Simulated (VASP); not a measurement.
# CuGe6 (Im-3m) in VASP: relaxation of cell and atoms with PBE

Aim: the relaxation of cell and atoms of CuGe6 with PBE.

All numbers are computed with VASP 6.6.1; they aren't measurements. Logs are shortened: lines on timing, memory, paths and dates and some standing lists are left out, and cuts for length are marked.

### Step 1. The cell of the first run

It takes space group Im-3m (No. 229, cubic). Conventional cell: a = 7.087 Å, b = 7.087 Å, c = 7.087 Å, α = 90.00°, β = 90.00°, γ = 90.00°. Within 3.1 Å of Cu (site symmetry m-3m) lie 6 Ge at 2.36 Å. Within 3.1 Å of Ge (site symmetry 4mm) lie 1 Ge at 2.36 Å and 1 Cu at 2.36 Å.

### Step 2. Relaxation of cell and atoms, PBE

File INCAR:

```
SYSTEM = CuGe6
PREC = Accurate
ENCUT = 600
EDIFF = 1E-6
ISMEAR = 0
SIGMA = 0.1
LREAL = .FALSE.
LASPH = .TRUE.
NELM = 100
ALGO = Normal
ISIF = 3
LWAVE = .FALSE.
LCHARG = .FALSE.
GGA = PE
IBRION = 2
NSW = 100
EDIFFG = -0.01
```

File KPOINTS:

```
regular mesh
0
G
  8 8 8
  0 0 0
```

File POSCAR:

```
CuGe6
1.0
   -3.5434917244      3.5434917244      3.5434917244
    3.5434917244     -3.5434917244      3.5434917244
    3.5434917244      3.5434917244     -3.5434917244
Cu Ge
1 6
Direct
    0.0000000000      0.0000000000      0.0000000000
    0.0000000000      0.6662933279      0.6662933279
    0.0000000000      0.3337066721      0.3337066721
    0.6662933279      0.0000000000      0.6662933279
    0.3337066721      0.0000000000      0.3337066721
    0.6662933279      0.6662933279      0.0000000000
    0.3337066721      0.3337066721      0.0000000000
```

Potentials or basis: VASP PAW PBE potentials, release 64 (Cu, Ge_d).

Run with:

```bash
cat potpaw_PBE.64/Cu/POTCAR potpaw_PBE.64/Ge_d/POTCAR > POTCAR
mpirun -np 1 vasp_std > vasp.out
```

OUTCAR:

```text
SYSTEM = CuGe6
   PREC = Accurate
   ENCUT = 600
   EDIFF = 1E-6
   ISMEAR = 0
   LREAL = .FALSE.
   LASPH = .TRUE.
   NELM = 100
   ISIF = 3
   GGA = PE
   IBRION = 2
   NSW = 100
   EDIFFG = -0.01

 ion  position               nearest neighbor table
   1  0.000  0.000  0.000-   2 2.36   3 2.36   4 2.36   5 2.36   6 2.36   7 2.36
   2  0.000  0.666  0.666-   3 2.36   1 2.36
   3  0.000  0.334  0.334-   2 2.36   1 2.36
   4  0.666  0.000  0.666-   5 2.36   1 2.36
   5  0.334  0.000  0.334-   4 2.36   1 2.36
   6  0.666  0.666  0.000-   7 2.36   1 2.36
   7  0.334  0.334  0.000-   6 2.36   1 2.36

  LATTYP: Found a body centered cubic cell.
 ALAT       =     7.0869834488

  Lattice vectors:

 A1 = (  -3.5434917244,   3.5434917244,   3.5434917244)
 A2 = (   3.5434917244,  -3.5434917244,   3.5434917244)
 A3 = (   3.5434917244,   3.5434917244,  -3.5434917244)

Analysis of symmetry for initial positions (statically):
=====================================================================
 Subroutine PRICEL returns:
 Original cell was already a primitive cell.

 Routine SETGRP: Setting up the symmetry group for a
 body centered cubic supercell.

 Subroutine GETGRP returns: Found 48 space group operations
 (whereof 48 operations were pure point group operations)
 out of a pool of 48 trial point group operations.

The static configuration has the point symmetry O_h .

Analysis of symmetry for dynamics (positions and initial velocities):
=====================================================================
 Subroutine PRICEL returns:
 Original cell was already a primitive cell.

 Routine SETGRP: Setting up the symmetry group for a
 body centered cubic supercell.

 Subroutine GETGRP returns: Found 48 space group operations
 (whereof 48 operations were pure point group operations)
 out of a pool of 48 trial point group operations.

The dynamic configuration has the point symmetry O_h .

 Subroutine INISYM returns: Found 48 space group operations
 (whereof 48 operations are pure point group operations),
 and found     1 'primitive' translations

----------------------------------------------------------------------------------------

                                     Primitive cell

  volume of cell :     177.9731

  direct lattice vectors                    reciprocal lattice vectors
    -3.543491724  3.543491724  3.543491724     0.000000000  0.141103758  0.141103758
     3.543491724 -3.543491724  3.543491724     0.141103758  0.000000000  0.141103758
     3.543491724  3.543491724 -3.543491724     0.141103758  0.141103758  0.000000000

  length of vectors
     6.137507703  6.137507703  6.137507703     0.199550849  0.199550849  0.199550849

  position of ions in fractional coordinates (direct lattice)
     0.000000000  0.000000000  0.000000000
     0.000000000  0.666293328  0.666293328
     0.000000000  0.333706672  0.333706672
     0.666293328  0.000000000  0.666293328
     0.333706672  0.000000000  0.333706672
     0.666293328  0.666293328  0.000000000
     0.333706672  0.333706672  0.000000000

  ion indices of the primitive-cell ions
   primitive index   ion index
                 1           1
                 2           2
                 3           3
                 4           4
                 5           5
                 6           6
                 7           7

----------------------------------------------------------------------------------------

 KPOINTS: regular mesh

Automatic generation of k-mesh.
 Grid dimensions read from file:
 generate k-points for:    8    8    8

 Generating k-lattice:

  Cartesian coordinates                     Fractional coordinates (reciprocal lattice)
     0.000000000  0.017637970  0.017637970     0.125000000  0.000000000  0.000000000
     0.017637970  0.000000000  0.017637970     0.000000000  0.125000000  0.000000000
     0.017637970  0.017637970  0.000000000     0.000000000  0.000000000  0.125000000

  Length of vectors
     0.024943856  0.024943856  0.024943856

  Shift w.r.t. Gamma in fractional coordinates (k-lattice)
     0.000000000  0.000000000  0.000000000

 Subroutine IBZKPT returns following result:
 ===========================================

 Found     29 irreducible k-points:

 Following reciprocal coordinates:
            Coordinates               Weight
  0.000000  0.000000  0.000000      1.000000
  0.125000  0.000000  0.000000     12.000000
  0.250000  0.000000  0.000000     12.000000
  0.375000  0.000000  0.000000     12.000000
  0.500000  0.000000  0.000000      6.000000
  0.125000  0.125000  0.000000     24.000000
[... 16 lines left out ...]
 -0.250000  0.250000  0.250000      6.000000
 -0.375000  0.375000  0.250000     24.000000
 [... further k-points ...]
   k-points           NKPTS =     29   k-points in BZ     NKDIM =     29   number of bands    NBANDS=     57
   number of dos      NEDOS =    301   number of ions     NIONS =      7
   total plane-waves  NPLWV = 125000
   dimension x,y,z NGX =    50 NGY =   50 NGZ =   50
   dimension x,y,z NGXF=   100 NGYF=  100 NGZF=  100
   ions per type =               1   6
   NGX,Y,Z   is equivalent  to a cutoff of  13.54, 13.54, 13.54 a.u.
   NGXF,Y,Z  is equivalent  to a cutoff of  27.09, 27.09, 27.09 a.u.
 SYSTEM =  CuGe6
   PREC   = accura    normal or accurate (medium, high low for compatibility)
   ISTART =      0    job   : 0-new  1-cont  2-samecut
   ICHARG =      2    charge: 1-file 2-atom 10-const
   ISPIN  =      1    spin polarized calculation?
   LNONCOLLINEAR =      F non collinear calculations
   LSORBIT =      F    spin-orbit coupling
   LASPH  =      T    aspherical Exc in radial PAW
   ENCUT  =  600.0 eV  44.10 Ry    6.64 a.u.  12.26 12.26 12.26*2*pi/ulx,y,z
   NELM   =    100;   NELMIN=  2; NELMDL= -5     # of ELM steps
   EDIFF  = 0.1E-05   stopping-criterion for ELM
   LREAL  =      F    real-space projection
   EDIFFG = -.1E-01   stopping-criterion for IOM
   NSW    =    100    number of steps for IOM
   IBRION =      2    ionic relax: 0-MD 1-quasi-New 2-CG
   NFREE  =      1    steps in history (QN), initial steepest desc. (CG)
   ISIF   =      3    stress and relaxation
   ISYM   =      2    0-nonsym 1-usesym 2-fastsym
   POTIM  = 0.5000    time-step for ionic-motion
   TEBEG  =    0.0;   TEEND  =   0.0 temperature during run
   PSTRESS=    0.0 pullay stress
   NELECT =      95.0000    total number of electrons
   NUPDOWN=      -1.0000    fix difference up-down
   EMIN   =  10.00;   EMAX   =-10.00  energy-range for DOS
   EFERMI =   0.00;   METHOD = LEGACY
   ISMEAR =     0;   SIGMA  =   0.10  broadening in eV -4-tet -1-fermi 0-gaus
   EFERMI_NEDOS =   21; number of points for ismear=-14 and -15
   IALGO  =     38    algorithm
   IMIX   =      4    mixing-type and parameters
     AMIX     =   0.40;   BMIX     =  1.00
     AMIX_MAG =   1.60;   BMIX_MAG =  1.00
  volume/ion in A,a.u.               =      25.42       171.57
  Fermi-wavevector in a.u.,A,eV,Ry     =   1.328000  2.509555 23.995003  1.763583
  Thomas-Fermi vector in A             =   2.457270
   LORBIT       =      0    0 simple, 1 ext, 2 COOP (PROOUT), +10 PAW based schemes
   GGA     = PE    functional components
   LHFCALC =     F    Hartree Fock is set to
   AEXX    =    0.0000 exact exchange contribution
   IVDW    =     0    specifies the selected vdW correction
   LEPSILON=     F    determine dielectric tensor
   LRPA    =     F    only Hartree local field effects (RPA)
 conjugate gradient relaxation of ions
 non-spin polarized calculation
 Gauss-broadening in eV      SIGMA  =   0.10
  energy-cutoff  :      600.00
  volume of cell :      177.97
 maximum number of plane-waves:      5979
 NGX is ok and might be reduce to    50
   NGX = 25   NGY = 25   NGZ = 25

--------------------------------------- Ionic step        1  -------------------------------------------

 number of electron      94.9999992 magnetization

 Free energy of the ion-electron system (eV)
  ---------------------------------------------------
  ext. energy  EPLUGINS =         0.00000000
  ---------------------------------------------------
  free energy    TOTEN  =       -25.18519369 eV

  energy without entropy =      -25.15686485  energy(sigma->0) =      -25.17102927

------------------------ aborting loop because EDIFF is reached ----------------------------------------

  FORCE on cell =-STRESS in cart. coord.  units (eV):
  Direction    XX          YY          ZZ          XY          YZ          ZX
  --------------------------------------------------------------------------------------
  -------------------------------------------------------------------------------------
  Total        0.3381024      0.3381024      0.3381024      0.0000000      0.0000000     -0.0000000
  in kB        3.0437190      3.0437190      3.0437190      0.0000000      0.0000000     -0.0000000
  external PRESSURE =       3.0437190 kB  Pullay stress =       0.0000000 kB

 VOLUME and BASIS-vectors are now :
 -----------------------------------------------------------------------------
  energy-cutoff  :      600.00
  volume of cell :      177.97
      direct lattice vectors                 reciprocal lattice vectors
    -3.543491724  3.543491724  3.543491724     0.000000000  0.141103758  0.141103758
     3.543491724 -3.543491724  3.543491724     0.141103758  0.000000000  0.141103758
     3.543491724  3.543491724 -3.543491724     0.141103758  0.141103758  0.000000000
[... 42 lines left out ...]
 POSITION                                       TOTAL-FORCE (eV/Angst)
 -----------------------------------------------------------------------------------
      0.00000     -0.00000      0.00000         0.000000      0.000000      0.000000
      4.73385      0.00000      0.00000        -0.005832      0.000000      0.000000
      2.36965      0.00000      0.00000         0.005832      0.000000      0.000000
      0.00000      4.73385      0.00000         0.000000     -0.005832      0.000000
      0.00000      2.36965      0.00000         0.000000      0.005832      0.000000
      3.55175      3.55175      1.18210         0.000000     -0.000000     -0.005832
      0.00000      0.00000      2.36965         0.000000     -0.000000      0.005832
 -----------------------------------------------------------------------------------
    total drift:                               -0.000000     -0.000000      0.000000

  FREE ENERGIE OF THE ION-ELECTRON SYSTEM (eV)
  ---------------------------------------------------
  free  energy   TOTEN  =       -25.1869450021 eV

  energy  without entropy=      -25.1585965602  energy(sigma->0) =      -25.17277078

--------------------------------------- Ionic step        3  -------------------------------------------

 number of electron      94.9999987 magnetization

 Free energy of the ion-electron system (eV)
  ---------------------------------------------------
  ext. energy  EPLUGINS =         0.00000000
  ---------------------------------------------------
  free energy    TOTEN  =       -25.18699198 eV

  energy without entropy =      -25.15864846  energy(sigma->0) =      -25.17282022

 E-fermi :   3.7240     XC(G=0):  -9.4574

 val. band max:        3.7166111098   @ k =   0.5000   0.5000   0.2500
 cond. band min:       3.7437858988   @ k =   0.1250   0.0000   0.0000
 fundamental gap:      0.0271747890
 Fermi energy:         3.7239906765

 k-point     1 :       0.0000    0.0000    0.0000
  band No.  band energies     occupation
      1     -21.4483      2.00000
      2     -21.4311      2.00000
      3     -21.4311      2.00000
      4     -21.3305      2.00000
      5     -21.3305      2.00000
      6     -21.3251      2.00000
[... 1429 lines left out ...]
     56       7.2057      0.00000
     57       7.3057      0.00000

 [... further k-points ...]
[... 5 lines left out ...]
  --------------------------------------------------------------------------------------
  -------------------------------------------------------------------------------------
  Total        0.0282421      0.0282421      0.0282421      0.0000000      0.0000000      0.0000000
  in kB        0.2521609      0.2521609      0.2521609      0.0000000      0.0000000      0.0000000
  external PRESSURE =       0.2521609 kB  Pullay stress =       0.0000000 kB

 VOLUME and BASIS-vectors are now :
 -----------------------------------------------------------------------------
  energy-cutoff  :      600.00
  volume of cell :      179.44
      direct lattice vectors                 reciprocal lattice vectors
    -3.553229459  3.553229459  3.553229459     0.000000000  0.140717059  0.140717059
     3.553229459 -3.553229459  3.553229459     0.140717059  0.000000000  0.140717059
     3.553229459  3.553229459 -3.553229459     0.140717059  0.140717059  0.000000000

 POSITION                                       TOTAL-FORCE (eV/Angst)
 -----------------------------------------------------------------------------------
      0.00000     -0.00000      0.00000        -0.000000     -0.000000      0.000000
      4.73597      0.00000      0.00000        -0.009426     -0.000000      0.000000
      2.37049      0.00000      0.00000         0.009426     -0.000000      0.000000
      0.00000      4.73597      0.00000        -0.000000     -0.009426      0.000000
      0.00000      2.37049      0.00000        -0.000000      0.009426      0.000000
      0.00000      0.00000      4.73597        -0.000000     -0.000000     -0.009426
      0.00000      0.00000      2.37049         0.000000     -0.000000      0.009426
 -----------------------------------------------------------------------------------
    total drift:                               -0.000000     -0.000000      0.000000

  FREE ENERGIE OF THE ION-ELECTRON SYSTEM (eV)
  ---------------------------------------------------
  free  energy   TOTEN  =       -25.1869919799 eV

  energy  without entropy=      -25.1586484626  energy(sigma->0) =      -25.17282022

 reached required accuracy - stopping structural energy minimisation
```

Wall time 17 min (1 thread of Intel Xeon Platinum 8259CL at 2.50GHz (Skylake/Cascade Lake), shared host); peak memory 0.54 GiB.

What came out:

| Quantity | Value |
| --- | --- |
| Free energy | -25.1870 eV |
| Relaxed volume | 25.63 Å³/atom |
| Relaxed cell | a = 6.154 Å, b = 6.154 Å, c = 6.154 Å, α = 109.47°, β = 109.47°, γ = 109.47° |
| Space group after relaxing (to 0.05 Å) | Im-3m (No. 229) |
| Energy gained by relaxing | 0.3 meV/atom |
| Ionic steps | 3 |
| Pressure after relaxing | 0.0 GPa |
| Largest force after relaxing | 0.009 eV/Å |

Forces in eV/Å, atoms in the order of the input:
```
Cu   0.000  0.000  0.000
Ge  -0.009  0.000  0.000
Ge   0.009  0.000  0.000
Ge   0.000 -0.009  0.000
Ge   0.000  0.009  0.000
Ge   0.000  0.000 -0.009
Ge   0.000  0.000  0.009
```

The path:
```tsv
step	energy change (eV)	largest force (eV/Å)	pressure (GPa)	volume (Å³)
1	0.0000	0.0172	0.30	177.97
2	-0.0018	0.0058	0.08	179.22
3	-0.0018	0.0094	0.03	179.44
```

Final structure:
```yaml
crystal:
  lattice:
    - [-3.55323, 3.55323, 3.55323]
    - [3.55323, -3.55323, 3.55323]
    - [3.55323, 3.55323, -3.55323]
  atoms:
    - { symbol: Cu, position: [0.00000, 0.00000, 0.00000] }
    - { symbol: Ge, position: [0.00000, 0.66643, 0.66643] }
    - { symbol: Ge, position: [0.00000, 0.33357, 0.33357] }
    - { symbol: Ge, position: [0.66643, 0.00000, 0.66643] }
    - { symbol: Ge, position: [0.33357, 0.00000, 0.33357] }
    - { symbol: Ge, position: [0.66643, 0.66643, 0.00000] }
    - { symbol: Ge, position: [0.33357, 0.33357, 0.00000] }
```
